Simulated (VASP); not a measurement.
# MgO (Periclase) (Fm-3m) in VASP: notebook, part 2 of 2

VASP 6.6.1.

## 3. G0W0 quasiparticle levels, LDA

POSCAR

```
MgO
1.0
    0.0000000000      2.1021680256      2.1021680256
    2.1021680256      0.0000000000      2.1021680256
    2.1021680256      2.1021680256      0.0000000000
Mg O
1 1
Direct
    0.0000000000      0.0000000000      0.0000000000
    0.5000000000      0.5000000000      0.5000000000
```

INCAR.step1

```
SYSTEM = MgO
PREC = Accurate ; ENCUT = 500
EDIFF = 1E-8 ; ISMEAR = 0
SIGMA = 0.01 ; LREAL = .FALSE.
LASPH = .TRUE. ; NELM = 60
ALGO = Normal ; LWAVE = .TRUE.
LCHARG = .FALSE.
```

INCAR.step2

```
SYSTEM = MgO
PREC = Accurate ; ENCUT = 500
EDIFF = 1E-8 ; ISMEAR = 0
SIGMA = 0.01 ; LREAL = .FALSE.
LASPH = .TRUE. ; NELM = 1
ALGO = Exact ; LWAVE = .TRUE.
LCHARG = .FALSE. ; NBANDS = 64
LOPTICS = .TRUE. ; ISTART = 1
```

INCAR.step3

```
SYSTEM = MgO
PREC = Accurate ; ENCUT = 500
EDIFF = 1E-8 ; ISMEAR = 0
SIGMA = 0.01 ; LREAL = .FALSE.
LASPH = .TRUE. ; ALGO = EVGW0
LWAVE = .FALSE. ; LCHARG = .FALSE.
NELMGW = 1 ; NBANDS = 64
ENCUTGW = 80.0 ; NOMEGA = 48
PRECFOCK = Fast ; ISTART = 1
NBANDSGW = 12
```

KPOINTS

```
regular mesh
0
G
  4 4 4
  0 0 0
```

Potentials or basis: VASP PAW LDA potentials, release 64 (Mg_GW, O_GW).

Started as:

```console
> cat potpaw_LDA.64/Mg_GW/POTCAR potpaw_LDA.64/O_GW/POTCAR > POTCAR
> cp INCAR.step1 INCAR
> mpirun -np 1 vasp_std > vasp.out
> cp INCAR.step2 INCAR
> mpirun -np 1 vasp_std > vasp.out
> cp INCAR.step3 INCAR
> mpirun -np 1 vasp_std > vasp.out
```

OUTCAR:

```text
SYSTEM = MgO
   PREC = Accurate
   ENCUT = 500
   EDIFF = 1E-8
   ISMEAR = 0
   LREAL = .FALSE.
   LASPH = .TRUE.
   NELMGW = 1
   ENCUTGW = 80.0
   PRECFOCK = Fast
   ISTART = 1

 ion  position               nearest neighbor table
   1  0.000  0.000  0.000-   2 2.10   2 2.10   2 2.10   2 2.10   2 2.10   2 2.10
   2  0.500  0.500  0.500-   1 2.10   1 2.10   1 2.10   1 2.10   1 2.10   1 2.10

  LATTYP: Found a face centered cubic cell.
 ALAT       =     4.2043360512

  Lattice vectors:

 A1 = (   0.0000000000,   2.1021680256,   2.1021680256)
 A2 = (   2.1021680256,   0.0000000000,   2.1021680256)
 A3 = (   2.1021680256,   2.1021680256,   0.0000000000)

Analysis of symmetry for initial positions (statically):
=====================================================================
 Subroutine PRICEL returns:
 Original cell was already a primitive cell.

 Routine SETGRP: Setting up the symmetry group for a
 face centered cubic supercell.

 Subroutine GETGRP returns: Found 48 space group operations
 (whereof 48 operations were pure point group operations)
 out of a pool of 48 trial point group operations.

The static configuration has the point symmetry O_h .

Analysis of symmetry for dynamics (positions and initial velocities):
=====================================================================
 Subroutine PRICEL returns:
 Original cell was already a primitive cell.

 Routine SETGRP: Setting up the symmetry group for a
 face centered cubic supercell.

 Subroutine GETGRP returns: Found 48 space group operations
 (whereof 48 operations were pure point group operations)
 out of a pool of 48 trial point group operations.

The dynamic configuration has the point symmetry O_h .

 Subroutine INISYM returns: Found 48 space group operations
 (whereof 48 operations are pure point group operations),
 and found     1 'primitive' translations

----------------------------------------------------------------------------------------

                                     Primitive cell

  volume of cell :      18.5794

  direct lattice vectors                    reciprocal lattice vectors
     0.000000000  2.102168026  2.102168026    -0.237849684  0.237849684  0.237849684
     2.102168026  0.000000000  2.102168026     0.237849684 -0.237849684  0.237849684
     2.102168026  2.102168026  0.000000000     0.237849684  0.237849684 -0.237849684

  length of vectors
     2.972914532  2.972914532  2.972914532     0.411967737  0.411967737  0.411967737

  position of ions in fractional coordinates (direct lattice)
     0.000000000  0.000000000  0.000000000
     0.500000000  0.500000000  0.500000000

  ion indices of the primitive-cell ions
   primitive index   ion index
                 1           1
                 2           2

----------------------------------------------------------------------------------------

 KPOINTS: regular mesh
[... 22 lines left out ...]

 Following reciprocal coordinates:
            Coordinates               Weight
  0.000000  0.000000  0.000000      1.000000
  0.250000  0.000000  0.000000      8.000000
  0.500000  0.000000  0.000000      4.000000
  0.250000  0.250000  0.000000      6.000000
  0.500000  0.250000  0.000000     24.000000
 -0.250000  0.250000  0.000000     12.000000
  0.500000  0.500000  0.000000      3.000000
 -0.250000  0.500000  0.250000      6.000000
   k-points           NKPTS =      8   k-points in BZ     NKDIM =     64   number of bands    NBANDS=     64
   number of dos      NEDOS =    301   number of ions     NIONS =      2
   total plane-waves  NPLWV =  13824
   dimension x,y,z NGX =    24 NGY =   24 NGZ =   24
   dimension x,y,z NGXF=    48 NGYF=   48 NGZF=   48
   ions per type =               1   1
   NGX,Y,Z   is equivalent  to a cutoff of  13.42, 13.42, 13.42 a.u.
   NGXF,Y,Z  is equivalent  to a cutoff of  26.84, 26.84, 26.84 a.u.
 SYSTEM =  MgO
   PREC   = accura    normal or accurate (medium, high low for compatibility)
   ISTART =      1    job   : 0-new  1-cont  2-samecut
   ICHARG =      0    charge: 1-file 2-atom 10-const
   ISPIN  =      1    spin polarized calculation?
   LNONCOLLINEAR =      F non collinear calculations
   LSORBIT =      F    spin-orbit coupling
   LASPH  =      T    aspherical Exc in radial PAW
   ENCUT  =  500.0 eV  36.75 Ry    6.06 a.u.   5.42  5.42  5.42*2*pi/ulx,y,z
   NELM   =     60;   NELMIN=  2; NELMDL=  0     # of ELM steps
   EDIFF  = 0.1E-07   stopping-criterion for ELM
   LREAL  =      F    real-space projection
   EDIFFG = 0.1E-06   stopping-criterion for IOM
   NSW    =      0    number of steps for IOM
   IBRION =     -1    ionic relax: 0-MD 1-quasi-New 2-CG
   NFREE  =      0    steps in history (QN), initial steepest desc. (CG)
   ISIF   =      0    stress and relaxation
   ISYM   =      3    0-nonsym 1-usesym 2-fastsym
   POTIM  = 0.5000    time-step for ionic-motion
   TEBEG  =    0.0;   TEEND  =   0.0 temperature during run
   PSTRESS=    0.0 pullay stress
   NELECT =       8.0000    total number of electrons
   NUPDOWN=      -1.0000    fix difference up-down
   EMIN   =  10.00;   EMAX   =-10.00  energy-range for DOS
   EFERMI =   0.00;   METHOD = LEGACY
   ISMEAR =     0;   SIGMA  =   0.01  broadening in eV -4-tet -1-fermi 0-gaus
   EFERMI_NEDOS =   21; number of points for ismear=-14 and -15
   IALGO  =     38    algorithm
   IMIX   =      4    mixing-type and parameters
     AMIX     =   0.40;   BMIX     =  1.00
     AMIX_MAG =   1.60;   BMIX_MAG =  1.00
  volume/ion in A,a.u.               =       9.29        62.69
  Fermi-wavevector in a.u.,A,eV,Ry     =   1.236215  2.336108 20.792804  1.528228
  Thomas-Fermi vector in A             =   2.370833
   LORBIT       =      0    0 simple, 1 ext, 2 COOP (PROOUT), +10 PAW based schemes
   GGA     = CA    functional components
   LHFCALC =     T    Hartree Fock is set to
   PRECFOCK=fast      Normal, Fast or Accurate (Low or Medium for compatibility)
   ENCUT4O =  -1.0   cutoff for four orbital integrals eV
   NKREDX  =     1    reduce k-point grid by
   NKREDY  =     1    reduce k-point grid by
   NKREDZ  =     1    reduce k-point grid by
   AEXX    =    1.0000 exact exchange contribution
   HFSCREEN=    0.0000 screening length (either q_TF or 0.3 A-1)
   HFSCREENC=   0.0000 screening length for correlation (either q_TF or 0.3 A-1)
   ENCUTFOCK=  -1.0 apply spherical cutoff to Coloumb kernel
   IVDW    =     0    specifies the selected vdW correction
   LEPSILON=     F    determine dielectric tensor
   LRPA    =     F    only Hartree local field effects (RPA)
   LRPAFORCE           =     F    calculate RPA forces
   ENCUTGW             =  80.0    cutoff for response function in eV
   ENCUTGWSOFT         =  64.0    soft cutoff for Coulomb kernel in GW response function in eV
   ENCUTLF             =  -1.0    cutoff for local field effects
   NELMGW              =     1    number of iterations in solving QP/BSE equation
   NELMHF              =     1    number of iterations in the inner HF iteration
   NKREDLFX            =     1    NKREDLFY  =   1   NKREDLFZ  =   1
 non-spin polarized calculation
 Gauss-broadening in eV      SIGMA  =   0.01
  energy-cutoff  :      500.00
  volume of cell :       18.58
 maximum number of plane-waves:       483
 NGX is ok and might be reduce to    24
  NGX = 12; NGY = 12; NGZ = 12
   NGX = 11   NGY = 11   NGZ = 11
 maximum number of plane-waves:        34
 NGX is ok and might be reduce to    10

 QP shifts <psi_nk| G(iteration)W_0 |psi_nk>: iteration 1
 for sc-GW calculations column KS-energies equals QP-energies in previous step
 and V_xc(KS)=  KS-energies - (<T + V_ion + V_H > + <T+V_H+V_ion>^1  + <V_x>^1)

 k-point   1 :       0.0000    0.0000    0.0000
  band No.  KS-energies  QP-energies   sigma(KS)   V_xc(KS)     V^pw_x(r,r')   Z            occupation Imag(sigma)

      1     -14.1044     -16.3914     -20.9982     -17.7958     -29.5947       0.7142       2.0000       1.1374
      2       2.9312       1.9765     -21.0371     -19.8212     -25.2333       0.7851       2.0000       0.1166
      3       2.9312       1.9765     -21.0371     -19.8212     -25.2333       0.7851       2.0000       0.1166
      4       2.9312       1.9765     -21.0371     -19.8212     -25.2333       0.7851       2.0000       0.1166
      5       7.6349       9.0202     -11.0281     -12.6942      -7.4511       0.8315       0.0000      -0.0732
      6      18.4814      20.1970      -7.6124      -9.6996      -3.0791       0.8219       0.0000      -0.1287
      7      18.4814      20.1970      -7.6124      -9.6996      -3.0791       0.8219       0.0000      -0.1287
      8      18.4814      20.1970      -7.6124      -9.6996      -3.0791       0.8219       0.0000      -0.1287
      9      22.5239      23.3216      -7.4894      -8.5280      -1.7028       0.7680       0.0000      -0.5238
     10      24.1699      26.1991      -8.0022     -10.4890      -3.2504       0.8160       0.0000      -0.1958
     11      24.1699      26.1991      -8.0022     -10.4890      -3.2504       0.8160       0.0000      -0.1958
     12      26.6241      28.7677      -7.6077     -10.3185      -1.9064       0.7907       0.0000      -0.4667
[... 100 lines left out ...]
      1     -12.4035     -14.7633     -22.6853     -19.4900     -31.1583       0.7385       2.0000       0.9570
      2      -0.1035      -1.4817     -18.0969     -16.3125     -22.3265       0.7723       2.0000       0.1459
      3      -0.1035      -1.4817     -18.0969     -16.3125     -22.3265       0.7723       2.0000       0.1459
      4       1.1088      -0.0986     -19.2029     -17.6538     -23.4002       0.7794       2.0000       0.1324
      5      14.4131      16.3533     -10.9808     -13.3988      -6.7688       0.8024       0.0000      -0.1108
      6      14.4131      16.3533     -10.9808     -13.3988      -6.7688       0.8024       0.0000      -0.1108
      7      14.8614      17.0019      -9.4833     -12.0921      -5.3376       0.8205       0.0000      -0.0980
      8      18.2095      20.0438      -8.6983     -10.9865      -3.7918       0.8016       0.0000      -0.1747
      9      24.5631      26.4331      -8.6018     -10.9763      -3.0222       0.7876       0.0000      -0.4503
     10      24.5631      26.4331      -8.6018     -10.9763      -3.0222       0.7876       0.0000      -0.4503
     11      29.0271      31.3900      -8.7601     -11.5671      -3.5050       0.8418       0.0000      -0.6112
     12      31.5824      34.1750      -9.7323     -12.8305      -3.8450       0.8368       0.0000      -0.9715
```

Wall time 33 s (1 thread of Intel Xeon 8259CL, shared host); peak memory 0.17 GiB.

Results:

| Item | Value |
| --- | --- |
| Band gap on the k mesh, mean-field level | 4.70 eV, direct |
| Quasiparticle gap | 7.04 eV |
| Least direct quasiparticle gap | 7.04 eV |

Caveat: the k points lie up to 0.65 Å⁻¹ apart; bands, screening cutoff and mesh are small and nothing is extrapolated, so the quasiparticle values aren't converged.
